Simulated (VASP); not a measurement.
Set up this calculation in VASP 6.6.1, as the native input.

```yaml
Task: single point
Functional: PBE
Potentials_or_basis: VASP PAW PBE potentials, release 64 (Rb_sv, Sb, As)
Cutoff: 520 eV
k_mesh: 5 × 5 × 5
Occupations: fermi-dirac, width 0.1 eV
Spin: no spin polarisation
Dipole_correction: no
Further_INCAR_settings: ALGO = Normal; EDIFF = 1e-07; NBANDS = 32
```

The structure of RbSb4As3 lies in POSCAR:

```
RbSb4As3
1.0
    4.5673430000      0.0000000000      0.0000000000
   -2.2836710000      3.9554380000      0.0000000000
   -2.2836710000      1.3184790000     12.5688990000
Rb Sb As
1 4 3
Direct
    0.5000000000      0.5000000000      0.5000000000
    0.0864700000      0.9135300000      0.2594100000
    0.9135300000      0.0864700000      0.7405900000
    0.3024200000      0.6975800000      0.9072600000
    0.6975800000      0.3024200000      0.0927400000
    0.2310000000      0.7690000000      0.6930000000
    0.7690000000      0.2310000000      0.3070000000
    0.0000000000      0.0000000000      0.0000000000
```

The input as run:

INCAR

```
ALGO = Normal
EDIFF = 1E-7
ENCUT = 520
GGA = PE
ISIF = 2
ISMEAR = -1
LASPH = True
LCHARG = False
LREAL = False
LWAVE = False
NBANDS = 32
NELM = 80
PREC = Accurate
SIGMA = 0.1
```

KPOINTS

```
k-points
0
Gamma
  5 5 5
```

Potentials or basis: VASP PAW PBE potentials, release 64 (Rb_sv, Sb, As).

The run is started by

```bash
$ cat potpaw_PBE.64/Rb_sv/POTCAR potpaw_PBE.64/Sb/POTCAR potpaw_PBE.64/As/POTCAR > POTCAR
$ mpirun -np 1 vasp_std > vasp.out
```

It gave:

| Item | Value |
| --- | --- |
| Pressure | 8.1 GPa |
| Largest force | 0.892 eV/Å |
| Band gap on the k mesh | zero (bands 22 and 23 overlap by 0.59 eV) |

Caveat: the cell stands under pressure; spin-orbit coupling is left out, which moves the levels of the heavy elements.

Wall time 5.2 min on 1 thread of Oxide Virtual Turin-like Processor, with other jobs on the host, peak memory 0.38 GiB.
